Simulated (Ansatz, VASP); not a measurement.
Two plane-wave programs on TaN

Contents of INCAR:

```
  PREC = Accurate
  ENCUT = 520
  EDIFF = 1E-6
  ISMEAR = 0
  SIGMA = 0.15
  LREAL = False
  LASPH = True
  NELM = 100
  ALGO = Normal
  ISIF = 2
  LWAVE = False
  LCHARG = False
  GGA = PS
  NBANDS = 24
```

Contents of KPOINTS:

```
Automatic mesh
0
Gamma
  18 18 8
```

Contents of POSCAR:

```
TaN
1.0
    3.1630518843      0.0000000000      0.0000000000
   -1.5815259422      2.7392832853      0.0000000000
    0.0000000000      0.0000000000      6.1312285409
Ta N
2 2
Direct
    0.3333333333      0.6666666667      0.0301041378
    0.6666666667      0.3333333333      0.5301041378
    0.3333333333      0.6666666667      0.3548958622
    0.6666666667      0.3333333333      0.8548958622
```

Input for Ansatz:

```yaml
crystal:
  lattice:
    - [3.1630518843, 0.0, 0.0]
    - [-1.5815259422, 2.7392832853, 0.0]
    - [0.0, 0.0, 6.1312285409]
  atoms:
    - { symbol: Ta, position: [0.3333333333, 0.6666666667, 0.0301041378] }
    - { symbol: Ta, position: [0.6666666667, 0.3333333333, 0.5301041378] }
    - { symbol: "N", position: [0.3333333333, 0.6666666667, 0.3548958622] }
    - { symbol: "N", position: [0.6666666667, 0.3333333333, 0.8548958622] }
basis:
  ecutwfc: 520.0
kpoints:
  mp_grid: { grid: [18, 18, 8] }
hamiltonian:
  xc: pbesol
  pseudopotentials: { kind: paw, azcp: { folder: soft_1 } }
scf:
  occupations: { method: gaussian, width: 0.15 }
output:
  forces: true
  stress: true
  eigenvalues: true
```

Alike in both runs: task single point; functional PBEsol; k mesh 18 × 18 × 8; occupations gaussian, width 0.15 eV; no spin polarisation.

|  | VASP | Ansatz |
| --- | --- | --- |
| version | VASP 6.6.1 | Ansatz 0.2.0 |
| potentials or method | VASP PAW PBE potentials, release 64 (Ta_pv, N), cutoff 520 eV | scalar-relativistic, plane waves, PAW |
| valence electrons in the cell | 32 | 36 |

VASP gave:

```
gap on the k mesh at the Fermi level (eV)                     : none
pressure (GPa)                                                : -9.2
traceless stress, the component that is largest in VASP (GPa) : -1.87
rms of the force components (eV/Å)                            : 0.008
```

Task: Which values does Ansatz return?

Result: gap on the k mesh at the Fermi level (eV): none; pressure (GPa): -9.9; traceless stress, the component that is largest in VASP (GPa): -2.24; rms of the force components (eV/Å): 0.020.

VASP's potentials were made for PBE, not for PBEsol, and Ansatz warns of the same on its side. Atom by atom the forces differ by 0.012 eV/Å (rms over components). A gap of «none» marks a metal or a gap that the smearing closes. VASP's potentials hold 32 valence electrons a cell and Ansatz's 36, so a difference there can come from the potentials and not from the codes.

Spin-orbit coupling is off throughout.
